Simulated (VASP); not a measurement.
# BeAl3 (I4/mmm) in VASP: a series of runs

The runs below take BeAl3 through single point, with PBE, r2SCAN.

All numbers are computed with VASP 6.6.1; they aren't measurements. Logs are shortened: lines on timing, memory, paths and dates and some standing lists are left out, and cuts for length are marked.

### 1 The cell of the first run

The structure is tetragonal, space group I4/mmm (No. 139). Conventional cell: a = 3.884 Å, b = 3.884 Å, c = 7.704 Å, α = 90.00°, β = 90.00°, γ = 90.00°. Al (site symmetry 4/mmm) has 8 Al at 2.74 Å and 4 Be at 2.75 Å within 3.6 Å. Al (site symmetry -4m2) has 8 Al at 2.74 to 2.75 Å and 4 Be at 2.74 Å within 3.6 Å. Be (site symmetry 4/mmm) has 12 Al at 2.74 to 2.75 Å within 3.6 Å.

### 2 Single point, PBE

INCAR

```
  PREC = Accurate
  ENCUT = 520
  EDIFF = 1E-6
  ISMEAR = 1
  SIGMA = 0.01
  LREAL = False
  LASPH = True
  NELM = 60
  ALGO = Normal
  ISIF = 2
  LWAVE = False
  LCHARG = True
  GGA = PE
  LELF = True
  LVHAR = True
  NBANDS = 14
```

KPOINTS

```
Automatic mesh
0
Gamma
  8 8 8
```

POSCAR

```
BeAl3
1.0
   -1.9421910000      1.9421910000      3.8518930000
    1.9421910000     -1.9421910000      3.8518930000
    1.9421910000      1.9421910000     -3.8518930000
Al Be
3 1
Direct
    0.5000000000      0.5000000000      0.0000000000
    0.2500000000      0.7500000000      0.5000000000
    0.7500000000      0.2500000000      0.5000000000
    0.0000000000      0.0000000000      0.0000000000
```

Potentials or basis: VASP PAW PBE potentials, release 64 (Al, Be).

Run with:

```console
cat potpaw_PBE.64/Al/POTCAR potpaw_PBE.64/Be/POTCAR > POTCAR
mpirun -np 1 vasp_std > vasp.out
```

OUTCAR:

```text
PREC = Accurate
   ENCUT = 520
   EDIFF = 1E-6
   ISMEAR = 1
   LREAL = False
   LASPH = True
   NELM = 60
   ISIF = 2
   GGA = PE

 ion  position               nearest neighbor table
   1  0.500  0.500  0.000-   2 2.74   3 2.74   2 2.74   3 2.74   2 2.74   3 2.74   2 2.74   3 2.74
                             4 2.75   4 2.75   4 2.75   4 2.75
   2  0.250  0.750  0.500-   4 2.74   1 2.74   1 2.74   4 2.74   1 2.74   4 2.74   4 2.74   1 2.74
                             3 2.75   3 2.75   3 2.75   3 2.75
   3  0.750  0.250  0.500-   1 2.74   4 2.74   1 2.74   4 2.74   1 2.74   4 2.74   1 2.74   4 2.74
                             2 2.75   2 2.75   2 2.75   2 2.75
   4  0.000  0.000  0.000-   3 2.74   2 2.74   2 2.74   3 2.74   2 2.74   3 2.74   3 2.74   2 2.74
                             1 2.75   1 2.75   1 2.75   1 2.75

  LATTYP: Found a body centered tetragonal cell.
 ALAT       =     3.8843820000
 C/A-ratio  =     1.9832719851

  Lattice vectors:

 A1 = (  -1.9421910000,   1.9421910000,   3.8518930000)
 A2 = (   1.9421910000,  -1.9421910000,   3.8518930000)
 A3 = (   1.9421910000,   1.9421910000,  -3.8518930000)

Analysis of symmetry for initial positions (statically):
=====================================================================
 Subroutine PRICEL returns:
 Original cell was already a primitive cell.

 Routine SETGRP: Setting up the symmetry group for a
 body centered tetragonal supercell.

 Subroutine GETGRP returns: Found 16 space group operations
 (whereof 16 operations were pure point group operations)
 out of a pool of 16 trial point group operations.

The static configuration has the point symmetry D_4h.

Analysis of symmetry for dynamics (positions and initial velocities):
=====================================================================
 Subroutine PRICEL returns:
 Original cell was already a primitive cell.

 Routine SETGRP: Setting up the symmetry group for a
 body centered tetragonal supercell.

 Subroutine GETGRP returns: Found 16 space group operations
 (whereof 16 operations were pure point group operations)
 out of a pool of 16 trial point group operations.

The dynamic configuration has the point symmetry D_4h.

 Subroutine INISYM returns: Found 16 space group operations
 (whereof 16 operations are pure point group operations),
 and found     1 'primitive' translations

----------------------------------------------------------------------------------------

                                     Primitive cell

  volume of cell :      58.1190

[... 100 lines left out ...]
   POTIM  = 0.5000    time-step for ionic-motion
   TEBEG  =    0.0;   TEEND  =   0.0 temperature during run
   PSTRESS=    0.0 pullay stress
   NELECT =      11.0000    total number of electrons
   NUPDOWN=      -1.0000    fix difference up-down
   EMIN   =  10.00;   EMAX   =-10.00  energy-range for DOS
   EFERMI =   0.00;   METHOD = LEGACY
   ISMEAR =     1;   SIGMA  =   0.01  broadening in eV -4-tet -1-fermi 0-gaus
   EFERMI_NEDOS =   21; number of points for ismear=-14 and -15
   IALGO  =     38    algorithm
   IMIX   =      4    mixing-type and parameters
     AMIX     =   0.40;   BMIX     =  1.00
     AMIX_MAG =   1.60;   BMIX_MAG =  1.00
  volume/ion in A,a.u.               =      14.53        98.05
  Fermi-wavevector in a.u.,A,eV,Ry     =   0.939939  1.776227 12.020549  0.883485
  Thomas-Fermi vector in A             =   2.067301
   LORBIT       =      0    0 simple, 1 ext, 2 COOP (PROOUT), +10 PAW based schemes
   GGA     = PE    functional components
   LHFCALC =     F    Hartree Fock is set to
   AEXX    =    0.0000 exact exchange contribution
   IVDW    =     0    specifies the selected vdW correction
   LEPSILON=     F    determine dielectric tensor
   LRPA    =     F    only Hartree local field effects (RPA)
 non-spin polarized calculation
 Methfessel and Paxton  Order N= 1 SIGMA  =   0.01
  energy-cutoff  :      520.00
  volume of cell :       58.12
 maximum number of plane-waves:      1575
   NGX = 17   NGY = 17   NGZ = 17

 number of electron      11.0000000 magnetization

 Free energy of the ion-electron system (eV)
  ---------------------------------------------------
  ext. energy  EPLUGINS =         0.00000000
  ---------------------------------------------------
  free energy    TOTEN  =       -14.38383507 eV

  energy without entropy =      -14.38376463  energy(sigma->0) =      -14.38381159

 E-fermi :   7.7083     XC(G=0): -10.2209

 val. band max:        7.6691406365   @ k =   0.2500   0.2500   0.0000
 cond. band min:       7.7090355909   @ k =  -0.2500   0.3750   0.1250
 fundamental gap:      0.0398949544
 Fermi energy:         7.7083155188

 k-point     1 :       0.0000    0.0000    0.0000
  band No.  band energies     occupation
      1      -3.3978      2.00000
      2       5.1361      2.00000
      3       7.1597      2.00000
      4       7.2705      2.00000
      5       7.2705      2.00000
      6       7.3513      2.00000
      7       7.3513      2.00000
      8       7.9917      0.00000
      9       8.8681      0.00000
     10      10.0232      0.00000
     11      10.5624      0.00000
     12      13.9071      0.00000
     13      13.9071      0.00000
     14      14.1662      0.00000
[... 377 lines left out ...]
      1      -0.1172      2.00000
      2       0.3787      2.00000
      3       4.3454      2.00000
      4       4.4226      2.00000
      5       4.9464      2.00000
      6       5.4898      2.00000
      7       9.2397      0.00000
      8       9.4121      0.00000
      9      13.2940      0.00000
     10      13.9104      0.00000
     11      14.2924      0.00000
     12      14.5650      0.00000
     13      17.1681      0.00000
     14      17.2848      0.00000

 [... further k-points ...]
[... 5 lines left out ...]
  --------------------------------------------------------------------------------------
  -------------------------------------------------------------------------------------
  Total        0.2826847      0.2826847      0.2929392      0.0000000      0.0000000      0.0000000
  in kB        7.7928230      7.7928230      8.0755109      0.0000000      0.0000000      0.0000000
  external PRESSURE =       7.8870523 kB  Pullay stress =       0.0000000 kB

 VOLUME and BASIS-vectors are now :
 -----------------------------------------------------------------------------
  energy-cutoff  :      520.00
  volume of cell :       58.12
      direct lattice vectors                 reciprocal lattice vectors
    -1.942191000  1.942191000  3.851893000     0.000000000  0.257441209  0.129806306
     1.942191000 -1.942191000  3.851893000     0.257441209  0.000000000  0.129806306
     1.942191000  1.942191000 -3.851893000     0.257441209  0.257441209  0.000000000

 POSITION                                       TOTAL-FORCE (eV/Angst)
 -----------------------------------------------------------------------------------
      0.00000      0.00000      3.85189        -0.000000     -0.000000      0.000000
      1.94219      0.00000      1.92595        -0.000000     -0.000000     -0.000000
      0.00000      1.94219      1.92595         0.000000      0.000000     -0.000000
      0.00000      0.00000      0.00000        -0.000000     -0.000000      0.000000
 -----------------------------------------------------------------------------------
    total drift:                               -0.000000     -0.000000     -0.000000

  FREE ENERGIE OF THE ION-ELECTRON SYSTEM (eV)
  ---------------------------------------------------
  free  energy   TOTEN  =       -14.3838350666 eV

  energy  without entropy=      -14.3837646347  energy(sigma->0) =      -14.38381159
```

OSZICAR:

```text
N       E                     dE             d eps       ncg     rms          rms(c)
DAV:   1     0.541845083255E+01    0.54185E+01   -0.40370E+03  1652   0.606E+02
DAV:   2    -0.138432134834E+02   -0.19262E+02   -0.18137E+02  2148   0.878E+01
DAV:   3    -0.144784309127E+02   -0.63522E+00   -0.63167E+00  2230   0.137E+01
DAV:   4    -0.144846638561E+02   -0.62329E-02   -0.62323E-02  1960   0.175E+00
DAV:   5    -0.144848064573E+02   -0.14260E-03   -0.14260E-03  2236   0.271E-01    0.256E+00
DAV:   6    -0.144141150051E+02    0.70691E-01   -0.57303E-02  1958   0.941E-01    0.145E+00
DAV:   7    -0.143864887327E+02    0.27626E-01   -0.26791E-02  2160   0.720E-01    0.312E-01
DAV:   8    -0.143838623930E+02    0.26263E-02   -0.32953E-03  1942   0.264E-01    0.644E-02
DAV:   9    -0.143838355094E+02    0.26884E-04   -0.16443E-04  2062   0.694E-02    0.528E-02
DAV:  10    -0.143838360126E+02   -0.50312E-06   -0.16697E-05  2032   0.192E-02    0.130E-02
DAV:  11    -0.143838350666E+02    0.94590E-06   -0.43397E-06  1988   0.960E-03
   1 F= -.14383835E+02 E0= -.14383812E+02  d E =-.704319E-04
```

stdout:

```text
POSCAR found type information on POSCAR AlBe
 POSCAR found :  2 types and       4 ions
 scaLAPACK will be used
 LDA part: xc-table for (Slater+PW92), standard interpolation
 POSCAR, INCAR and KPOINTS ok, starting setup
 FFT: planning ... GRIDC
 FFT: planning ... GRID_SOFT
 FFT: planning ... GRID
 WAVECAR not read
 entering main loop
```

It took 24 s on 1 thread of Intel Xeon Platinum 8559C (Emerald Rapids), shared host; peak memory 0.21 GiB.

Results:

```yaml
Free_energy: -14.3838 eV
Pressure: 0.8 GPa
Band_gap_on_the_k_mesh: zero (an odd number of electrons rules out a gap without spin polarisation)
```

Levels at points of the mesh, in eV from the Fermi level:
```
           k point  band 3  band 4  band 5  band 6  band 7  band 8
(0.00, 0.00, 0.00)   -0.55   -0.44   -0.44   -0.36   -0.36    0.28
(0.50, 0.00, 0.00)   -3.57   -3.38    0.01    0.28    1.72    2.53
(0.50, 0.50, 0.00)   -4.62   -4.31   -3.94   -3.15    1.61    2.32
(0.50, 0.50, 0.50)   -2.69   -2.69   -0.73   -0.72    5.74    6.19
```

### 3 Single point, PBE

INCAR

```
  ALGO = Fast
  EDIFF = 1E-6
  ENCUT = 520
  GGA = PE
  ISIF = 2
  ISMEAR = 1
  LASPH = True
  LCHARG = False
  LREAL = False
  LWAVE = False
  NBANDS = 14
  NELM = 60
  PREC = Accurate
  SIGMA = 0.005
```

KPOINTS

```
k-points
0
Gamma
  8 8 8
```

POSCAR is that of step 2.

Potentials or basis: VASP PAW PBE potentials, release 64 (Al, Be).

Run with:

```console
cat potpaw_PBE.64/Al/POTCAR potpaw_PBE.64/Be/POTCAR > POTCAR
mpirun -np 1 vasp_std > vasp.out
```

It took 25 s on 1 thread of Intel Xeon Platinum 8559C (Emerald Rapids), shared host; peak memory 0.21 GiB.

It converged, with:

- Free energy: -14.3838 eV
- Pressure: 0.8 GPa
- Band gap on the k mesh: zero (an odd number of electrons rules out a gap without spin polarisation)

Levels at points of the mesh, in eV from the Fermi level:
```
           k point  band 3  band 4  band 5  band 6  band 7  band 8
(0.00, 0.00, 0.00)   -0.55   -0.44   -0.44   -0.36   -0.36    0.28
(0.50, 0.00, 0.00)   -3.57   -3.38    0.01    0.27    1.72    2.53
(0.50, 0.50, 0.00)   -4.62   -4.31   -3.94   -3.15    1.61    2.32
(0.50, 0.50, 0.50)   -2.69   -2.69   -0.73   -0.72    5.74    6.19
```

### 4 Single point, r2SCAN

POSCAR is that of step 3.

INCAR.step1

```
  ALGO = Normal
  EDIFF = 1E-4
  ENCUT = 520
  GGA = PE
  ISMEAR = 0
  LASPH = True
  LCHARG = False
  LREAL = False
  LWAVE = True
  NBANDS = 14
  NELM = 80
  PREC = Accurate
  SIGMA = 0.05
```

INCAR.step2

```
  ALGO = Normal
  EDIFF = 1E-6
  ENCUT = 520
  ISIF = 2
  ISMEAR = 0
  ISTART = 1
  LASPH = True
  LCHARG = True
  LELF = True
  LMIXTAU = True
  LREAL = False
  LVHAR = True
  LWAVE = False
  METAGGA = R2SCAN
  NBANDS = 14
  NELM = 80
  PREC = Accurate
  SIGMA = 0.05
```

KPOINTS is that of step 3.

Potentials or basis: VASP PAW PBE potentials, release 64 (Al, Be).

Run with:

```console
cat potpaw_PBE.64/Al/POTCAR potpaw_PBE.64/Be/POTCAR > POTCAR
cp INCAR.step1 INCAR
mpirun -np 1 vasp_std > vasp.out
cp INCAR.step2 INCAR
mpirun -np 1 vasp_std > vasp.out
```

OUTCAR:

```text
EDIFF = 1E-6
   ENCUT = 520
   ISIF = 2
   ISMEAR = 0
   ISTART = 1
   LASPH = True
   LREAL = False
   METAGGA = R2SCAN
   NELM = 80
   PREC = Accurate

 ion  position               nearest neighbor table
   1  0.500  0.500  0.000-   2 2.74   3 2.74   2 2.74   3 2.74   2 2.74   3 2.74   2 2.74   3 2.74
                             4 2.75   4 2.75   4 2.75   4 2.75
   2  0.250  0.750  0.500-   4 2.74   1 2.74   1 2.74   4 2.74   1 2.74   4 2.74   4 2.74   1 2.74
                             3 2.75   3 2.75   3 2.75   3 2.75
[... 614 lines left out ...]
  --------------------------------------------------------------------------------------
  -------------------------------------------------------------------------------------
  Total       -0.5568041     -0.5568041     -0.6042574      0.0000000     -0.0000000      0.0000000
  in kB      -15.3495254    -15.3495254    -16.6576797      0.0000000     -0.0000000      0.0000000
  external PRESSURE =     -15.7855768 kB  Pullay stress =       0.0000000 kB

 VOLUME and BASIS-vectors are now :
 -----------------------------------------------------------------------------
  energy-cutoff  :      520.00
  volume of cell :       58.12
      direct lattice vectors                 reciprocal lattice vectors
    -1.942191000  1.942191000  3.851893000     0.000000000  0.257441209  0.129806306
     1.942191000 -1.942191000  3.851893000     0.257441209  0.000000000  0.129806306
     1.942191000  1.942191000 -3.851893000     0.257441209  0.257441209  0.000000000

 POSITION                                       TOTAL-FORCE (eV/Angst)
 -----------------------------------------------------------------------------------
      0.00000      0.00000      3.85189        -0.000000     -0.000000     -0.000000
      1.94219      0.00000      1.92595         0.000000     -0.000000     -0.000000
      0.00000      1.94219      1.92595        -0.000000      0.000000      0.000000
      0.00000      0.00000      0.00000        -0.000000     -0.000000     -0.000000
 -----------------------------------------------------------------------------------
    total drift:                               -0.000000      0.000000     -0.000000

  FREE ENERGIE OF THE ION-ELECTRON SYSTEM (eV)
  ---------------------------------------------------
  free  energy   TOTEN  =       -23.9483188295 eV

  energy  without entropy=      -23.9459755767  energy(sigma->0) =      -23.94714720
```

Wall time 88 s (1 thread of Intel Xeon Platinum 8559C (Emerald Rapids), shared host); peak memory 0.22 GiB.

Results:

- Free energy: -23.9483 eV
- Pressure: -1.6 GPa
- Band gap on the k mesh: zero (an odd number of electrons rules out a gap without spin polarisation)

Stress tensor (GPa, compression positive):
```
-1.53  0.00  0.00
 0.00 -1.53  0.00
 0.00  0.00 -1.67
```

Caveat: the PAW data sets were made with another functional, which shifts forces and pressure a little.

### 5 Summary

| level | smearing | gap on the mesh (eV) | pressure (GPa) |
| --- | --- | --- | --- |
| PBE | methfessel-paxton 0.01 eV | none | 0.8 |
| PBE | methfessel-paxton 0.005 eV | none | 0.8 |
| r2SCAN | gaussian 0.05 eV | none | -1.6 |

Alike in all rows: task single point; potentials or basis VASP PAW PBE potentials, release 64 (Al, Be); no spin polarisation; cell as given; k mesh 8 × 8 × 8; cutoff (eV) 520.

The pressure there spans -1.6 GPa (r2SCAN) to 0.8 GPa (PBE); a positive pressure means that this level wants a larger cell, a negative one a smaller.

Caveats: the PAW data sets were made with another functional, which shifts forces and pressure a little (at least some runs).

Absolute energies hang on the potentials; compare differences alone.

The gap in the log of VASP goes by the Fermi energy; the results here count the filled bands.